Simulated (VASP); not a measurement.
A run of VASP 6.6.1 is set up as follows.

The input INCAR:

```
SYSTEM = Rb
ALGO = Normal
EDIFF = 1E-7
ENCUT = 520
GGA = PS
ISIF = 2
ISMEAR = -1
LASPH = .TRUE.
LCHARG = .FALSE.
LREAL = .FALSE.
LWAVE = .FALSE.
NBANDS = 16
NELM = 100
PREC = Accurate
SIGMA = 0.05
```

KPOINTS

```
k-points
0
G
  8 8 8
  0 0 0
```

Contents of POSCAR:

```
Rb
1.0
    0.0000000000      4.7041986040      4.7041986040
    4.7041986040      0.0000000000      4.7041986040
    4.7041986040      4.7041986040      0.0000000000
Rb
2
Direct
   -0.1250000000     -0.1250000000     -0.1250000000
    0.1250000000      0.1250000000      0.1250000000
```

Potentials or basis: VASP PAW PBE potentials, release 64 (Rb_sv).

Run with:

```console
$ cat potpaw_PBE.64/Rb_sv/POTCAR > POTCAR
$ mpirun -np 1 vasp_std > vasp.out
```

Task: Predict the pressure.

Result: 0.3 GPa.

Task: What does it give for the band gap on the k mesh?

Result: Zero (bands 9 and 10 overlap by 0.46 eV).

Caveat: the PAW data sets were made with another functional, which shifts forces and pressure a little.
